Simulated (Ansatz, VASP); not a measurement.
## Al in VASP and in Ansatz

The input INCAR:

```
SYSTEM = Al
ALGO = Normal
EDIFF = 1E-7
ENCUT = 520
GGA = PE
ISIF = 2
ISMEAR = 0
LASPH = .True.
LCHARG = .True.
LELF = .True.
LREAL = .False.
LVHAR = .True.
LWAVE = .False.
NBANDS = 8
NELM = 80
PREC = Accurate
SIGMA = 0.15
```

Contents of KPOINTS:

```
k-points
0
Gamma
  20 20 20
  0 0 0
```

File POSCAR:

```
Al
1.0
    0.0000000000      2.0239800000      1.9632606000
    2.0239800000      0.0000000000      1.9632606000
    2.0239800000      2.0239800000      0.0000000000
Al
1
Direct
    0.0000000000      0.0000000000      0.0000000000
```

Input for Ansatz:

```yaml
crystal:
  lattice:
    - [0.0, 2.02398, 1.9632606]
    - [2.02398, 0.0, 1.9632606]
    - [2.02398, 2.02398, 0.0]
  atoms:
    - { symbol: Al, position: [0.0, 0.0, 0.0] }
basis:
  ecutwfc: 420
kpoints:
  mp_grid: { grid: [20, 20, 20] }
hamiltonian:
  xc: pbe
scf:
  occupations: { method: gaussian, width: 0.15 }
output:
  forces: true
  stress: true
  eigenvalues: true
  write_density: true
  write_potential: true
  elf: true
  volumetric_format: npy
```

Change from the starting cell: strain -0.0300 x Voigt [0, 0, 1, 0, 0, 0], atoms carried along.

Alike in both runs: task single point; functional PBE; k mesh 20 × 20 × 20; occupations gaussian, width 0.15 eV; no spin polarisation.

|  | VASP | Ansatz |
| --- | --- | --- |
| version | VASP 6.6.1 | Ansatz 0.2.0 |
| potentials or method | VASP PAW PBE potentials, release 64 (Al), cutoff 520 eV | scalar-relativistic, plane waves, PAW |
| valence electrons in the cell | 3 | 3 |

```tsv
	VASP	Ansatz	Ansatz less VASP
gap on the k mesh at the Fermi level (eV)	none	none	-
pressure (GPa)	2.1	2.1	+0.04
traceless stress, the component that is largest in VASP (GPa)	0.76	0.76	+0.002
```

A gap of «none» marks a metal or a gap that the smearing closes.
